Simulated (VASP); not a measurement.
# RbCl (Fm-3m) in VASP: notebook, part 3 of 3

VASP 6.6.1.

## 4. Electric field gradients, r2SCAN

POSCAR reads:

```
RbCl
1.0
    0.0000000000      3.2740000000      3.2740000000
    3.2740000000      0.0000000000      3.2740000000
    3.2740000000      3.2740000000      0.0000000000
Rb Cl
1 1
Direct
    0.0000000000      0.0000000000      0.0000000000
    0.5000000000      0.5000000000      0.5000000000
```

INCAR.step1 reads:

```
PREC = Accurate ; ENCUT = 440
ISMEAR = -1 ; SIGMA = 0.03
LREAL = F ; LASPH = T
NELM = 120 ; NBANDS = 15
GGA = PE ; ALGO = Normal
EDIFF = 1E-5 ; LWAVE = T
LCHARG = F ; GGA_COMPAT = F
```

INCAR.step2 reads:

```
PREC = Accurate ; ENCUT = 440
EDIFF = 1E-8 ; ISMEAR = -1
SIGMA = 0.03 ; LREAL = F
LASPH = T ; NELM = 120
ALGO = Normal ; ISIF = 2
LWAVE = F ; LCHARG = F
METAGGA = R2SCAN ; LMIXTAU = T
LEFG = T ; NBANDS = 15
ISTART = 1 ; GGA_COMPAT = F
```

KPOINTS reads:

```
Automatic mesh
0
Gamma
  6 6 6
```

Potentials or basis: VASP PAW PBE potentials, release 64 (Rb_sv, Cl).

On the command line:

```console
cat potpaw_PBE.64/Rb_sv/POTCAR potpaw_PBE.64/Cl/POTCAR > POTCAR
cp INCAR.step1 INCAR
mpirun -np 1 vasp_std > vasp.out
cp INCAR.step2 INCAR
mpirun -np 1 vasp_std > vasp.out
```

OUTCAR:

```text
PREC = Accurate
   ENCUT = 440
   EDIFF = 1E-8
   ISMEAR = -1
   LREAL = F
   LASPH = T
   NELM = 120
   ISIF = 2
   METAGGA = R2SCAN
   ISTART = 1

 ion  position               nearest neighbor table
   1  0.000  0.000  0.000-   2 3.27   2 3.27   2 3.27   2 3.27   2 3.27   2 3.27
   2  0.500  0.500  0.500-   1 3.27   1 3.27   1 3.27   1 3.27   1 3.27   1 3.27

  LATTYP: Found a face centered cubic cell.
 ALAT       =     6.5480000000

  Lattice vectors:

 A1 = (   0.0000000000,   3.2740000000,   3.2740000000)
 A2 = (   3.2740000000,   0.0000000000,   3.2740000000)
 A3 = (   3.2740000000,   3.2740000000,   0.0000000000)

Analysis of symmetry for initial positions (statically):
=====================================================================
 Subroutine PRICEL returns:
 Original cell was already a primitive cell.

 Routine SETGRP: Setting up the symmetry group for a
 face centered cubic supercell.

 Subroutine GETGRP returns: Found 48 space group operations
 (whereof 48 operations were pure point group operations)
 out of a pool of 48 trial point group operations.

The static configuration has the point symmetry O_h .

Analysis of symmetry for dynamics (positions and initial velocities):
=====================================================================
 Subroutine PRICEL returns:
 Original cell was already a primitive cell.

 Routine SETGRP: Setting up the symmetry group for a
 face centered cubic supercell.

 Subroutine GETGRP returns: Found 48 space group operations
 (whereof 48 operations were pure point group operations)
 out of a pool of 48 trial point group operations.

The dynamic configuration has the point symmetry O_h .

 Subroutine INISYM returns: Found 48 space group operations
 (whereof 48 operations are pure point group operations),
 and found     1 'primitive' translations

----------------------------------------------------------------------------------------

                                     Primitive cell

  volume of cell :      70.1885

  direct lattice vectors                    reciprocal lattice vectors
     0.000000000  3.274000000  3.274000000    -0.152718387  0.152718387  0.152718387
     3.274000000  0.000000000  3.274000000     0.152718387 -0.152718387  0.152718387
     3.274000000  3.274000000  0.000000000     0.152718387  0.152718387 -0.152718387

  length of vectors
     4.630135203  4.630135203  4.630135203     0.264516006  0.264516006  0.264516006

  position of ions in fractional coordinates (direct lattice)
     0.000000000  0.000000000  0.000000000
     0.500000000  0.500000000  0.500000000

  ion indices of the primitive-cell ions
   primitive index   ion index
                 1           1
                 2           2

----------------------------------------------------------------------------------------

 KPOINTS: Automatic mesh

Automatic generation of k-mesh.
 Grid dimensions read from file:
 generate k-points for:    6    6    6

 Generating k-lattice:

  Cartesian coordinates                     Fractional coordinates (reciprocal lattice)
[... 72 lines left out ...]
  volume/ion in A,a.u.               =      35.09       236.83
  Fermi-wavevector in a.u.,A,eV,Ry     =   1.000060  1.889840 13.607465  1.000120
  Thomas-Fermi vector in A             =   2.132392
   LORBIT       =      0    0 simple, 1 ext, 2 COOP (PROOUT), +10 PAW based schemes
   METAGGA = R2SCAN    functional components
   LHFCALC =     F    Hartree Fock is set to
   AEXX    =    0.0000 exact exchange contribution
   IVDW    =     0    specifies the selected vdW correction
   LEPSILON=     F    determine dielectric tensor
   LRPA    =     F    only Hartree local field effects (RPA)
 non-spin polarized calculation
  energy-cutoff  :      440.00
  volume of cell :       70.19
 maximum number of plane-waves:      1484
   NGX = 15   NGY = 15   NGZ = 15

 number of electron      16.0000001 magnetization

 Free energy of the ion-electron system (eV)
  ---------------------------------------------------
  ext. energy  EPLUGINS =         0.00000000
  ---------------------------------------------------
  free energy    TOTEN  =       -24.37992322 eV

  energy without entropy =      -24.37992322  energy(sigma->0) =      -24.37992322

 E-fermi :  -1.5226     XC(G=0):  -7.8472

 val. band max:       -2.2391035659   @ k =   0.0000   0.0000   0.0000
 cond. band min:       3.4109145361   @ k =   0.0000   0.0000   0.0000
 fundamental gap:      5.6500181019
 Fermi energy:        -1.5225785510

 k-point     1 :       0.0000    0.0000    0.0000
  band No.  band energies     occupation
      1     -26.8407      2.00000
      2     -14.8015      2.00000
      3     -10.3432      2.00000
      4     -10.3432      2.00000
      5     -10.3432      2.00000
      6      -2.2391      2.00000
      7      -2.2391      2.00000
      8      -2.2391      2.00000
      9       3.4109      0.00000
     10       6.3820      0.00000
     11       6.3820      0.00000
     12       6.3820      0.00000
     13       7.5656      0.00000
     14       7.5656      0.00000
[... 257 lines left out ...]
      2     -14.7787      2.00000
      3     -10.5742      2.00000
      4     -10.4914      2.00000
      5     -10.3588      2.00000
      6      -2.6014      2.00000
      7      -2.5269      2.00000
      8      -2.4180      2.00000
      9       5.1412      0.00000
     10       6.8739      0.00000
     11       7.5058      0.00000
     12       8.5930      0.00000
     13       9.5764      0.00000
     14      10.3922      0.00000
     15      10.8949      0.00000

------------------------ aborting loop because EDIFF is reached ----------------------------------------

  FORCE on cell =-STRESS in cart. coord.  units (eV):
  Direction    XX          YY          ZZ          XY          YZ          ZX
  --------------------------------------------------------------------------------------
  -------------------------------------------------------------------------------------
  Total        0.2296107      0.2296107      0.2296107      0.0000000      0.0000000     -0.0000000
  in kB        5.2412716      5.2412716      5.2412716      0.0000000      0.0000000     -0.0000000
  external PRESSURE =       5.2412716 kB  Pullay stress =       0.0000000 kB

 VOLUME and BASIS-vectors are now :
 -----------------------------------------------------------------------------
  energy-cutoff  :      440.00
  volume of cell :       70.19
      direct lattice vectors                 reciprocal lattice vectors
     0.000000000  3.274000000  3.274000000    -0.152718387  0.152718387  0.152718387
     3.274000000  0.000000000  3.274000000     0.152718387 -0.152718387  0.152718387
     3.274000000  3.274000000  0.000000000     0.152718387  0.152718387 -0.152718387

 POSITION                                       TOTAL-FORCE (eV/Angst)
 -----------------------------------------------------------------------------------
      0.00000      0.00000      0.00000         0.000000     -0.000000      0.000000
      3.27400      3.27400      3.27400        -0.000000      0.000000     -0.000000
 -----------------------------------------------------------------------------------
    total drift:                                0.000000     -0.000000     -0.000000

  FREE ENERGIE OF THE ION-ELECTRON SYSTEM (eV)
  ---------------------------------------------------
  free  energy   TOTEN  =       -24.3799232159 eV

  energy  without entropy=      -24.3799232159  energy(sigma->0) =      -24.37992322

 Electric field gradients (V/A^2)
---------------------------------------------------------------------
 ion       V_xx      V_yy      V_zz      V_xy      V_xz      V_yz
---------------------------------------------------------------------
   1      -0.000    -0.000    -0.000     0.000     0.000     0.000
   2      -0.000     0.000     0.000    -0.000    -0.000    -0.000
---------------------------------------------------------------------

 Electric field gradients after diagonalization (V/A^2)
 (convention: |V_zz| > |V_xx| > |V_yy|)
----------------------------------------------------------------------
 ion       V_xx      V_yy      V_zz     asymmetry (V_yy - V_xx)/ V_zz
----------------------------------------------------------------------
   1      -0.000    -0.000     0.000       0.000
   2       0.000     0.000    -0.001       0.000
----------------------------------------------------------------------

           NMR quadrupolar parameters

 Cq : quadrupolar parameter    Cq=e*Q*V_zz/h
 eta: asymmetry parameters     (V_yy - V_xx)/ V_zz
 Q  : nuclear electric quadrupole moment in mb (millibarn)
----------------------------------------------------------------------
 ion       Cq(MHz)       eta       Q (mb)
----------------------------------------------------------------------
   1       0.000       0.000       1.000
   2      -0.000       0.000       1.000
----------------------------------------------------------------------
```

OSZICAR.step1:

```text
N       E                     dE             d eps       ncg     rms          rms(c)
DAV:   1     0.780853723551E+02    0.78085E+02   -0.63315E+03   480   0.816E+02
DAV:   2    -0.128427193325E+01   -0.79370E+02   -0.70669E+02   667   0.163E+02
DAV:   3    -0.686623960558E+01   -0.55820E+01   -0.55375E+01   634   0.439E+01
DAV:   4    -0.701445935185E+01   -0.14822E+00   -0.14820E+00   691   0.717E+00
DAV:   5    -0.701545269147E+01   -0.99334E-03   -0.99332E-03   663   0.555E-01    0.321E+00
DAV:   6    -0.666354447834E+01    0.35191E+00   -0.48764E-01   571   0.346E+00    0.246E+00
DAV:   7    -0.664222660778E+01    0.21318E-01   -0.11901E-01   634   0.184E+00    0.146E+00
DAV:   8    -0.665617742381E+01   -0.13951E-01   -0.17408E-02   572   0.788E-01    0.162E-01
DAV:   9    -0.665727093647E+01   -0.10935E-02   -0.12436E-03   613   0.192E-01    0.101E-01
DAV:  10    -0.665786092546E+01   -0.58999E-03   -0.52528E-04   515   0.141E-01    0.146E-02
DAV:  11    -0.665787749797E+01   -0.16573E-04   -0.22957E-05   612   0.307E-02    0.102E-02
DAV:  12    -0.665788381962E+01   -0.63216E-05   -0.11523E-05   500   0.201E-02
   1 F= -.66578838E+01 E0= -.66578838E+01  d E =-.339025E-11
```

Run time: 89 s. Hardware: 1 thread of Intel Xeon 8259CL, shared host; peak memory 0.19 GiB.

What came out:

| Quantity | Value |
| --- | --- |
| Free energy | -24.3799 eV |
| Pressure | 0.5 GPa |
| Band gap on the k mesh | 5.65 eV |
| Largest electric field gradient by atom | zero within the noise of the run |

Levels at points of the mesh, in eV from the valence-band top:
| k point | band 6 | band 7 | band 8 | band 9 | band 10 | band 11 |
| --- | --- | --- | --- | --- | --- | --- |
| (0.00, 0.00, 0.00) | 0.00 | 0.00 | 0.00 | 5.65 | 8.62 | 8.62 |
| (0.50, 0.00, 0.00) | -0.87 | -0.35 | -0.35 | 8.27 | 8.59 | 10.96 |
| (0.50, 0.50, 0.00) | -0.32 | -0.10 | -0.10 | 6.65 | 8.98 | 10.30 |

Caveat: the PAW data sets were made with another functional, which shifts forces and pressure a little. r2SCAN opens gaps a little over a GGA but as a rule still falls short of measured ones.

## 5. The runs side by side

| level | potentials or basis | cutoff (eV) | gap on the mesh (eV) | pressure (GPa) |
| --- | --- | --- | --- | --- |
| LDA | VASP PAW LDA potentials, release 64 (Rb_sv, Cl) | 400 | 4.60 | -1.4 |
| PBEsol | VASP PAW PBE potentials, release 64 (Rb_sv, Cl) | 400 | 4.89 | 0.0 |
| r2SCAN | VASP PAW PBE potentials, release 64 (Rb_sv, Cl) | 440 | 5.65 | 0.5 |

Alike in all rows: task electric field gradients; no spin polarisation; cell as given; k mesh 6 × 6 × 6; smearing fermi-dirac 0.03 eV.

Caveats: the PAW data sets were made with another functional, which shifts forces and pressure a little (at least some runs).

Absolute energies hang on the potentials; compare differences alone.
